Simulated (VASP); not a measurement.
Runs of VASP 6.6.1 on AlAs. The structure is that of space group F-43m (No. 216), or close to it. The cells are those of the table. 

```csv
task,level,potentials or basis,cell,cutoff (eV),gap on the mesh (eV),pressure (GPa),relaxed volume (Å³/atom)
single point,r2SCAN+D4,"VASP PAW PBE potentials, release 64 (Al, As)","a = 4.003 Å, angles 60.0°, 2 atoms",550,1.79,-0.1,-
single point,r2SCAN,"VASP PAW PBE potentials, release 64 (Al, As)","a = 4.015 Å, angles 60.0°, 2 atoms",550,1.80,0.0,-
relaxation of cell and atoms,r2SCAN+D4,"VASP PAW PBE potentials, release 64 (Al, As)","relaxed from a = 4.003 Å, angles 60.0°, 2 atoms",550,1.79,-0.1,-
relaxation of cell and atoms,r2SCAN,"VASP PAW PBE potentials, release 64 (Al, As)","relaxed from a = 4.003 Å, angles 60.0°, 2 atoms",550,1.80,0.0,22.87
single point,LDA,"VASP PAW LDA potentials, release 64 (Al, As)","a = 3.981 Å, angles 60.0°, 2 atoms",500,1.31,(a),-
relaxation of cell and atoms,LDA,"VASP PAW LDA potentials, release 64 (Al, As)","relaxed from a = 4.003 Å, angles 60.0°, 2 atoms",500,1.31,0.0,22.40
```

Alike in all rows: no spin polarisation; k mesh 6 × 6 × 6; smearing gaussian 0.01 eV.

Q: Estimate the missing entries.

A: (a) 0.4.

Caveats: the PAW data sets were made with another functional, which shifts forces and pressure a little (some runs); the relaxation stopped at its first step, so nothing moved (some runs).

A k mesh can miss the band edges, and the runs leave out spin-orbit coupling on As.
